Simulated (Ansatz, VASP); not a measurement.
**V in VASP and in Ansatz**

```xyz
1
Lattice="2.4102 0.0000 0.0000 0.0000 2.4102 0.0000 0.0000 0.0000 2.4102" Properties=species:S:1:pos:R:3 pbc="T T T"
V     0.0000    0.0000    0.0000
```

Alike in both runs: task relaxation of cell and atoms; functional PBEsol; k mesh 17 × 17 × 17; occupations fermi-dirac, width 0.1 eV; no spin polarisation.

|  | VASP | Ansatz |
| --- | --- | --- |
| version | VASP 6.6.1 | Ansatz 0.2.0 |
| potentials or method | VASP PAW PBE potentials, release 64 (V_sv) | PAW with Ansatz's default frozen-core files, scalar-relativistic |
| plane-wave cutoff (eV) | 600 | 420 |
| valence electrons in the cell | 13 | 13 |

```tsv
	VASP	Ansatz	Ansatz less VASP
relaxed volume (Å³/atom)	14.08	14.05	-0.029
relaxed cell length with the largest relative difference (Å)	2.415	2.413	-0.0016
```

VASP's potentials were made for PBE, not for PBEsol.
